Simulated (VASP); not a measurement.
Wanted: the native input for a VASP 6.6.1 run.

- Task: single point
- Functional: r2SCAN
- Potentials or basis: VASP PAW PBE potentials, release 64 (Re, S)
- Cutoff: 520 eV
- k mesh: 14 × 14 × 14
- Occupations: gaussian, width 0.1 eV
- Spin: collinear spin, ferromagnetic start
- Starting moments: [3.5, 0.0] μB
- Dipole correction: no
- Further INCAR settings: ALGO = Normal; EDIFF = 1e-06; NBANDS = 18

ReS:

```
Re S
1.0
     0.00000    2.43311    2.43311
     2.43311    0.00000    2.43311
     2.43311    2.43311    0.00000
Re S
1 1
Direct
  0.00000 0.00000 0.00000
  0.50000 0.50000 0.50000
```

The input as run:

POSCAR

```
ReS
1.0
    0.0000000000      2.4331075965      2.4331075965
    2.4331075965      0.0000000000      2.4331075965
    2.4331075965      2.4331075965      0.0000000000
Re S
1 1
Direct
    0.0000000000      0.0000000000      0.0000000000
    0.5000000000      0.5000000000      0.5000000000
```

INCAR.step1

```
PREC = Accurate
ENCUT = 520
ISMEAR = 0
SIGMA = 0.1
LREAL = F
LASPH = T
NELM = 150
ISPIN = 2
MAGMOM = 3.5 0
LMAXMIX = 4
NBANDS = 18
GGA = PE
ALGO = Normal
EDIFF = 1E-4
LWAVE = T
LCHARG = F
```

INCAR.step2

```
PREC = Accurate
ENCUT = 520
EDIFF = 1E-6
ISMEAR = 0
SIGMA = 0.1
LREAL = F
LASPH = T
NELM = 150
ALGO = Normal
ISIF = 2
LWAVE = F
LCHARG = F
ISPIN = 2
MAGMOM = 3.5 0
LORBIT = 11
LMAXMIX = 4
METAGGA = R2SCAN
LMIXTAU = T
NBANDS = 18
ISTART = 1
```

KPOINTS

```
regular mesh
0
Gamma
  14 14 14
```

Potentials or basis: VASP PAW PBE potentials, release 64 (Re, S).

Command:

```console
$ cat potpaw_PBE.64/Re/POTCAR potpaw_PBE.64/S/POTCAR > POTCAR
$ cp INCAR.step1 INCAR
$ mpirun -np 1 vasp_std > vasp.out
$ cp INCAR.step2 INCAR
$ mpirun -np 1 vasp_std > vasp.out
```

Results of the run:

| Quantity | Value |
| --- | --- |
| Pressure | 6.8 GPa |
| Net moment | 0.00 μB per cell |
| Valence electrons inside the program's atomic spheres | Re 5.94; S 3.71 |

Caveat: the PAW data sets were made with another functional, which shifts forces and pressure a little.

Wall time 12 min on 1 thread of AMD EPYC 9R45 96-Core Processor (Zen 5), with other jobs on the host, peak memory 0.22 GiB.
